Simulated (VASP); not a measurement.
A run of VASP 6.6.1:

Contents of INCAR:

```
SYSTEM = BiB2
  PREC = Accurate
  ENCUT = 520
  EDIFF = 1E-7
  ISMEAR = 0
  SIGMA = 0.1
  LREAL = .FALSE.
  LASPH = .TRUE.
  NELM = 60
  ALGO = Normal
  ISIF = 2
  LWAVE = .FALSE.
  LCHARG = .FALSE.
  LDIPOL = .TRUE.
  IDIPOL = 3
  DIPOL = 0.5 0.5 0.269
  GGA = PE
  IVDW = 12
  NBANDS = 30
```

File KPOINTS:

```
regular mesh
0
G
  6 6 1
  0 0 0
```

POSCAR

```
BiB2
1.0
    3.1884307591      0.0000000000      0.0000000000
   -1.5942153795      2.7612620356      0.0000000000
    0.0000000000      0.0000000000     34.9113168015
B Bi
4 2
Direct
    0.3333333333      0.6666666667      0.1854163605
    0.6666666667      0.3333333333      0.1854163605
    0.6666666667      0.3333333333      0.3123198267
    0.3333333333      0.6666666667      0.3123198267
    1.0000000000      0.0000000000      0.2458566198
    1.0000000000      0.0000000000      0.3734936618
```

Potentials or basis: VASP PAW PBE potentials, release 64 (B, Bi_d).

Launch:

```sh
$ cat potpaw_PBE.64/B/POTCAR potpaw_PBE.64/Bi_d/POTCAR > POTCAR
$ mpirun -np 1 vasp_std > vasp.out
```

Hardware: 1 thread of Intel(R) Xeon(R) 6975P-C (Granite Rapids), with other jobs on the host.

Q: Estimate the wall time of this run.

A: It took 72 s on 1 thread of Intel(R) Xeon(R) 6975P-C (Granite Rapids), on a shared host, peak memory 0.41 GiB. Counts: scf iterations 30, k points 7.
